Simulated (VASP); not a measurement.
# GaN (I-4m2) in VASP: further runs, part 2 of 2

VASP 6.6.1. The steps go on from the part before.

## Step 3: Single point, PBE (strain -0.025 along x and y, +0.000 along z)

The input, INCAR:

```
ALGO     = Normal         # electronic algorithm
EDIFF    = 1E-7           # SCF threshold, eV
ENCUT    = 520            # plane-wave cutoff, eV
GGA      = PE             # functional
ISIF     = 2              # what is computed and relaxed
ISMEAR   = 0              # smearing method
LASPH    = True           # aspherical terms in the spheres
LCHARG   = False          # write CHGCAR
LREAL    = False          # projectors in reciprocal space
LWAVE    = False          # write WAVECAR
NBANDS   = 16             # bands
NELM     = 100            # most SCF steps
PREC     = Accurate       # precision mode
SIGMA    = 0.05           # smearing width, eV
```

The input, KPOINTS:

```
k-points
0
Gamma
  10 10 10
```

The input, POSCAR:

```
GaN
1.0
    0.0000000000      2.1971630923      2.2535006075
    2.1971630923      0.0000000000      2.2535006075
    2.1971630923      2.1971630923      0.0000000000
Ga N
1 1
Direct
    0.0000000000      0.0000000000      0.0000000000
    0.7500000000      0.7500000000      0.7500000000
```

Potentials or basis: VASP PAW PBE potentials, release 64 (Ga_d, N).

The run is started by

```sh
$ cat potpaw_PBE.64/Ga_d/POTCAR potpaw_PBE.64/N/POTCAR > POTCAR
$ mpirun -np 1 vasp_std > vasp.out
```

OUTCAR:

```text
EDIFF = 1E-7
   ENCUT = 520
   GGA = PE
   ISIF = 2
   ISMEAR = 0
   LASPH = True
   LREAL = False
   NELM = 100
   PREC = Accurate

 ion  position               nearest neighbor table
   1  0.000  0.000  0.000-   2 1.92   2 1.92   2 1.92   2 1.92
   2  0.750  0.750  0.750-   1 1.92   1 1.92   1 1.92   1 1.92

  LATTYP: Found a body centered tetragonal cell.
 ALAT       =     3.1072578439
 C/A-ratio  =     1.4504754486

  Lattice vectors:

 A1 = (  -2.1971630923,   0.0000000000,   2.2535006075)
 A2 = (   2.1971630923,   0.0000000000,   2.2535006075)
 A3 = (   0.0000000000,   2.1971630923,  -2.2535006075)

Analysis of symmetry for initial positions (statically):
=====================================================================
 Subroutine PRICEL returns:
 Original cell was already a primitive cell.

 Routine SETGRP: Setting up the symmetry group for a
 body centered tetragonal supercell.

 Subroutine GETGRP returns: Found  8 space group operations
 (whereof  8 operations were pure point group operations)
 out of a pool of 16 trial point group operations.

The static configuration has the point symmetry D_2d.

Analysis of symmetry for dynamics (positions and initial velocities):
=====================================================================
 Subroutine PRICEL returns:
 Original cell was already a primitive cell.

 Routine SETGRP: Setting up the symmetry group for a
 body centered tetragonal supercell.

 Subroutine GETGRP returns: Found  8 space group operations
 (whereof  8 operations were pure point group operations)
 out of a pool of 16 trial point group operations.

The dynamic configuration has the point symmetry D_2d.

 Subroutine INISYM returns: Found  8 space group operations
 (whereof  8 operations are pure point group operations),
[... 105 lines left out ...]
   TEBEG  =    0.0;   TEEND  =   0.0 temperature during run
   PSTRESS=    0.0 pullay stress
   NELECT =      18.0000    total number of electrons
   NUPDOWN=      -1.0000    fix difference up-down
   EMIN   =  10.00;   EMAX   =-10.00  energy-range for DOS
   EFERMI =   0.00;   METHOD = LEGACY
   ISMEAR =     0;   SIGMA  =   0.05  broadening in eV -4-tet -1-fermi 0-gaus
   EFERMI_NEDOS =   21; number of points for ismear=-14 and -15
   IALGO  =     38    algorithm
   IMIX   =      4    mixing-type and parameters
     AMIX     =   0.40;   BMIX     =  1.00
     AMIX_MAG =   1.60;   BMIX_MAG =  1.00
  volume/ion in A,a.u.               =      10.88        73.41
  Fermi-wavevector in a.u.,A,eV,Ry     =   1.536839  2.904204 32.135229  2.361873
  Thomas-Fermi vector in A             =   2.643431
   LORBIT       =      0    0 simple, 1 ext, 2 COOP (PROOUT), +10 PAW based schemes
   GGA     = PE    functional components
   LHFCALC =     F    Hartree Fock is set to
   AEXX    =    0.0000 exact exchange contribution
   IVDW    =     0    specifies the selected vdW correction
   LEPSILON=     F    determine dielectric tensor
   LRPA    =     F    only Hartree local field effects (RPA)
 non-spin polarized calculation
 Gauss-broadening in eV      SIGMA  =   0.05
  energy-cutoff  :      520.00
  volume of cell :       21.76
 maximum number of plane-waves:       604
   NGX = 11   NGY = 11   NGZ = 11

 number of electron      18.0000009 magnetization

 Free energy of the ion-electron system (eV)
  ---------------------------------------------------
  ext. energy  EPLUGINS =         0.00000000
  ---------------------------------------------------
  free energy    TOTEN  =       -12.06666410 eV

  energy without entropy =      -12.06666410  energy(sigma->0) =      -12.06666410

 E-fermi :   6.1942     XC(G=0): -11.9412

 val. band max:        5.8898521981   @ k =   0.0000   0.0000   0.0000
 cond. band min:       7.8980521002   @ k =   0.0000   0.0000   0.0000
 fundamental gap:      2.0081999021
 Fermi energy:         6.1942275149

 k-point     1 :       0.0000    0.0000    0.0000
  band No.  band energies     occupation
      1     -10.5312      2.00000
      2      -7.6674      2.00000
      3      -7.6370      2.00000
      4      -7.6370      2.00000
      5      -7.2748      2.00000
      6      -7.2719      2.00000
[... 433 lines left out ...]
      3      -7.3836      2.00000
      4      -7.3804      2.00000
      5      -7.2098      2.00000
      6      -6.4737      2.00000
[... 8 lines left out ...]
     15      29.0574      0.00000
     16      29.1012      0.00000

 [... further k-points ...]
[... 5 lines left out ...]
  --------------------------------------------------------------------------------------
  -------------------------------------------------------------------------------------
  Total        2.2961355      2.2961355      1.8721147      0.0000000      0.0000000     -0.0000000
  in kB      169.0813968    169.0813968    137.8576166      0.0000000      0.0000000     -0.0000000
  external PRESSURE =     158.6734701 kB  Pullay stress =       0.0000000 kB

 VOLUME and BASIS-vectors are now :
 -----------------------------------------------------------------------------
  energy-cutoff  :      520.00
  volume of cell :       21.76
      direct lattice vectors                 reciprocal lattice vectors
     0.000000000  2.197163092  2.253500607    -0.227566175  0.227566175  0.221877020
     2.197163092  0.000000000  2.253500607     0.227566175 -0.227566175  0.221877020
     2.197163092  2.197163092  0.000000000     0.227566175  0.227566175 -0.221877020

 POSITION                                       TOTAL-FORCE (eV/Angst)
 -----------------------------------------------------------------------------------
      0.00000      0.00000      0.00000        -0.000000     -0.000000     -0.000000
      3.29574      3.29574      3.38025         0.000000      0.000000      0.000000
 -----------------------------------------------------------------------------------
    total drift:                               -0.000001     -0.000001     -0.000003

  FREE ENERGIE OF THE ION-ELECTRON SYSTEM (eV)
  ---------------------------------------------------
  free  energy   TOTEN  =       -12.0666641045 eV

  energy  without entropy=      -12.0666641045  energy(sigma->0) =      -12.06666410
```

OSZICAR:

```text
N       E                     dE             d eps       ncg     rms          rms(c)
DAV:   1     0.824079138538E+02    0.82408E+02   -0.93262E+03  3608   0.207E+03
DAV:   2    -0.834488744266E+01   -0.90753E+02   -0.85239E+02  3800   0.334E+02
DAV:   3    -0.140900032983E+02   -0.57451E+01   -0.57258E+01  3792   0.708E+01
DAV:   4    -0.141525359387E+02   -0.62533E-01   -0.62526E-01  4112   0.790E+00
DAV:   5    -0.141533373840E+02   -0.80145E-03   -0.80143E-03  3936   0.811E-01    0.791E+00
DAV:   6    -0.120617656143E+02    0.20916E+01   -0.48459E+00  4952   0.414E+01    0.268E+00
DAV:   7    -0.120740516075E+02   -0.12286E-01   -0.34896E-01  3656   0.647E+00    0.179E+00
DAV:   8    -0.120702674687E+02    0.37841E-02   -0.49616E-02  3776   0.339E+00    0.714E-01
DAV:   9    -0.120664748645E+02    0.37926E-02   -0.14484E-02  4880   0.293E+00    0.175E-01
DAV:  10    -0.120667497151E+02   -0.27485E-03   -0.15625E-03  4048   0.587E-01    0.746E-02
DAV:  11    -0.120666593748E+02    0.90340E-04   -0.28194E-04  4912   0.246E-01    0.126E-02
DAV:  12    -0.120666644056E+02   -0.50308E-05   -0.28069E-05  3864   0.528E-02    0.120E-02
DAV:  13    -0.120666641706E+02    0.23502E-06   -0.80510E-07  4008   0.152E-02    0.361E-03
DAV:  14    -0.120666641045E+02    0.66100E-07   -0.49266E-08  3040   0.301E-03
   1 F= -.12066664E+02 E0= -.12066664E+02  d E =-.454396E-20
```

stdout:

```text
POSCAR found type information on POSCAR GaN
 POSCAR found :  2 types and       2 ions
 scaLAPACK will be used
 LDA part: xc-table for (Slater+PW92), standard interpolation
 POSCAR, INCAR and KPOINTS ok, starting setup
 FFT: planning ... GRIDC
 FFT: planning ... GRID_SOFT
 FFT: planning ... GRID
 WAVECAR not read
 entering main loop
```

It took 32 s on 1 thread of Intel Xeon 8259CL, shared host; peak memory 0.17 GiB.

What came out:

* Free energy: -12.0667 eV
* Pressure: 15.9 GPa
* Band gap on the k mesh: 2.01 eV, direct

Caveat: the cell differs from its parent crystal (strain -0.025 along x and y, +0.000 along z).

## Step 4: Single point, PBE (strain -0.025 along x and y, +0.025 along z)

The input, INCAR:

```
SYSTEM = GaN
PREC     = Accurate       ! precision mode
ENCUT    = 520            ! plane-wave cutoff, eV
EDIFF    = 1E-7           ! SCF threshold, eV
ISMEAR   = 0              ! smearing method
SIGMA    = 0.05           ! smearing width, eV
LREAL    = .False.        ! projectors in reciprocal space
LASPH    = .True.         ! aspherical terms in the spheres
NELM     = 80             ! most SCF steps
ALGO     = Normal         ! electronic algorithm
ISIF     = 2              ! what is computed and relaxed
LWAVE    = .False.        ! write WAVECAR
LCHARG   = .True.         ! write CHGCAR
GGA      = PE             ! functional
LELF     = .True.         ! ELF
LVHAR    = .True.       
NBANDS   = 16             ! bands
```

The input, KPOINTS:

```
regular mesh
0
Gamma
  10 10 10
  0 0 0
```

The input, POSCAR:

```
GaN
1.0
    0.0000000000      2.1971630923      2.3098381227
    2.1971630923      0.0000000000      2.3098381227
    2.1971630923      2.1971630923      0.0000000000
Ga N
1 1
Direct
    0.0000000000      0.0000000000      0.0000000000
    0.7500000000      0.7500000000      0.7500000000
```

Potentials or basis: VASP PAW PBE potentials, release 64 (Ga_d, N).

The run is started by

```sh
$ cat potpaw_PBE.64/Ga_d/POTCAR potpaw_PBE.64/N/POTCAR > POTCAR
$ mpirun -np 1 vasp_std > vasp.out
```

OUTCAR:

```text
SYSTEM = GaN
   PREC = Accurate
   ENCUT = 520
   EDIFF = 1E-7
   ISMEAR = 0
   LREAL = .False.
   LASPH = .True.
   NELM = 80
   ISIF = 2
   GGA = PE

 ion  position               nearest neighbor table
   1  0.000  0.000  0.000-   2 1.94   2 1.94   2 1.94   2 1.94
   2  0.750  0.750  0.750-   1 1.94   1 1.94   1 1.94   1 1.94

  LATTYP: Found a body centered tetragonal cell.
 ALAT       =     3.1072578439
 C/A-ratio  =     1.4867373348

  Lattice vectors:

 A1 = (  -2.1971630923,   0.0000000000,   2.3098381227)
[... 626 lines left out ...]
      4      -7.6491      2.00000
      5      -7.5047      2.00000
      6      -6.7847      2.00000
[... 8 lines left out ...]
     15      28.4786      0.00000
     16      28.7139      0.00000

 [... further k-points ...]
[... 5 lines left out ...]
  --------------------------------------------------------------------------------------
  -------------------------------------------------------------------------------------
  Total        1.7248278      1.7248278      0.7910247      0.0000000      0.0000000      0.0000000
  in kB      123.9139503    123.9139503     56.8282792      0.0000000      0.0000000      0.0000000
  external PRESSURE =     101.5520600 kB  Pullay stress =       0.0000000 kB

 VOLUME and BASIS-vectors are now :
 -----------------------------------------------------------------------------
  energy-cutoff  :      520.00
  volume of cell :       22.30
      direct lattice vectors                 reciprocal lattice vectors
     0.000000000  2.197163092  2.309838123    -0.227566175  0.227566175  0.216465386
     2.197163092  0.000000000  2.309838123     0.227566175 -0.227566175  0.216465386
     2.197163092  2.197163092  0.000000000     0.227566175  0.227566175 -0.216465386

 POSITION                                       TOTAL-FORCE (eV/Angst)
 -----------------------------------------------------------------------------------
      0.00000      0.00000      0.00000         0.000000      0.000000     -0.000000
      3.29574      3.29574      3.46476        -0.000000     -0.000000      0.000000
 -----------------------------------------------------------------------------------
    total drift:                               -0.000000     -0.000000     -0.000002

  FREE ENERGIE OF THE ION-ELECTRON SYSTEM (eV)
  ---------------------------------------------------
  free  energy   TOTEN  =       -12.0999758454 eV

  energy  without entropy=      -12.0999758454  energy(sigma->0) =      -12.09997585
```

OSZICAR:

```text
N       E                     dE             d eps       ncg     rms          rms(c)
DAV:   1     0.801888798697E+02    0.80189E+02   -0.92944E+03  3680   0.203E+03
DAV:   2    -0.828027561430E+01   -0.88469E+02   -0.82781E+02  3632   0.326E+02
DAV:   3    -0.140772502513E+02   -0.57970E+01   -0.57724E+01  3888   0.705E+01
DAV:   4    -0.141426101157E+02   -0.65360E-01   -0.65351E-01  4056   0.793E+00
DAV:   5    -0.141434459219E+02   -0.83581E-03   -0.83580E-03  4032   0.814E-01    0.781E+00
DAV:   6    -0.120970933432E+02    0.20464E+01   -0.48751E+00  4936   0.406E+01    0.268E+00
DAV:   7    -0.121075834244E+02   -0.10490E-01   -0.33327E-01  3656   0.652E+00    0.178E+00
DAV:   8    -0.121037070243E+02    0.38764E-02   -0.53504E-02  3728   0.332E+00    0.750E-01
DAV:   9    -0.120997554843E+02    0.39515E-02   -0.14456E-02  4896   0.283E+00    0.186E-01
DAV:  10    -0.121000648215E+02   -0.30934E-03   -0.15513E-03  3976   0.567E-01    0.849E-02
DAV:  11    -0.120999710148E+02    0.93807E-04   -0.28175E-04  4864   0.248E-01    0.109E-02
DAV:  12    -0.120999761668E+02   -0.51520E-05   -0.28611E-05  3840   0.526E-02    0.115E-02
DAV:  13    -0.120999759214E+02    0.24546E-06   -0.78740E-07  4104   0.149E-02    0.348E-03
DAV:  14    -0.120999758454E+02    0.76007E-07   -0.52281E-08  2952   0.294E-03
   1 F= -.12099976E+02 E0= -.12099976E+02  d E =-.731814E-15
```

stdout:

```text
POSCAR found type information on POSCAR GaN
 POSCAR found :  2 types and       2 ions
 scaLAPACK will be used
 LDA part: xc-table for (Slater+PW92), standard interpolation
 POSCAR, INCAR and KPOINTS ok, starting setup
 FFT: planning ... GRIDC
 FFT: planning ... GRID_SOFT
 FFT: planning ... GRID
 WAVECAR not read
 entering main loop
```

Run time: 35 s. Hardware: 1 thread of Intel Xeon 8259CL, shared host; peak memory 0.16 GiB.

What came out:

```
Free energy            : -12.1000 eV
Pressure               : 10.2 GPa
Band gap on the k mesh : 1.80 eV, direct
```

Stress tensor (GPa, compression positive):
```
12.39  0.00  0.00
 0.00 12.39  0.00
 0.00  0.00  5.68
```

Levels at points of the mesh, in eV from the valence-band top:
```csv
k point,band 6,band 7,band 8,band 9,band 10,band 11,band 12,band 13
"(0.00, 0.00, 0.00)",-13.21,-0.26,0.00,0.00,1.80,10.35,10.35,10.49
"(0.50, 0.00, 0.00)",-11.96,-7.29,-1.28,-0.89,4.66,8.78,10.14,10.81
"(0.50, 0.50, 0.00)",-11.73,-6.68,-2.61,-2.61,3.52,7.26,11.34,14.33
"(0.50, 0.00, 0.50)",-11.45,-6.12,-3.00,-2.99,3.17,6.47,12.03,13.45
```

Caveat: the cell differs from its parent crystal (strain -0.025 along x and y, +0.025 along z).

## Step 5: The runs side by side

```tsv
cell	gap on the mesh (eV)	pressure (GPa)
a = 3.149, b = 3.149, c = 3.028 Å, angles 61.3, 61.3, 57.5°, 2 atoms	2.07	22.3
a = 3.147, b = 3.147, c = 3.107 Å, angles 60.4, 60.4, 59.2°, 2 atoms	2.01	15.9
a = 3.188, b = 3.188, c = 3.107 Å, angles 60.8, 60.8, 58.3°, 2 atoms	1.80	10.2
```

Alike in all rows: task single point; level PBE; potentials or basis VASP PAW PBE potentials, release 64 (Ga_d, N); no spin polarisation; k mesh 10 × 10 × 10; cutoff (eV) 520; smearing gaussian 0.05 eV.

Total energies depend on the potentials used, so only differences within one code and one set of settings carry meaning.
